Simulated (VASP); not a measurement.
Here is a VASP 6.6.1 calculation.

Contents of INCAR:

```
ALGO = Normal
EDIFF = 1E-7
ENCUT = 520
GGA = CA
ISIF = 2
ISMEAR = 0
LASPH = T
LCHARG = F
LREAL = F
LWAVE = F
NBANDS = 12
NELM = 80
PREC = Accurate
SIGMA = 0.15
```

Contents of KPOINTS:

```
k-points
0
Gamma
  22 22 22
```

File POSCAR:

```
Cu
1.0
   -1.4809000000      1.4809000000      1.2908000000
    1.4809000000     -1.4809000000      1.2908000000
    1.4809000000      1.4809000000     -1.2908000000
Cu
1
Direct
    0.0000000000      0.0000000000      0.0000000000
```

Potentials or basis: VASP PAW LDA potentials, release 64 (Cu).

The run is started by

```sh
$ cat potpaw_LDA.64/Cu/POTCAR > POTCAR
$ mpirun -np 1 vasp_std > vasp.out
```

Estimate the pressure.

-4.7 GPa.

Stress tensor (GPa, compression positive):
```
-5.42  0.00  0.00
 0.00 -5.42  0.00
 0.00  0.00 -3.19
```
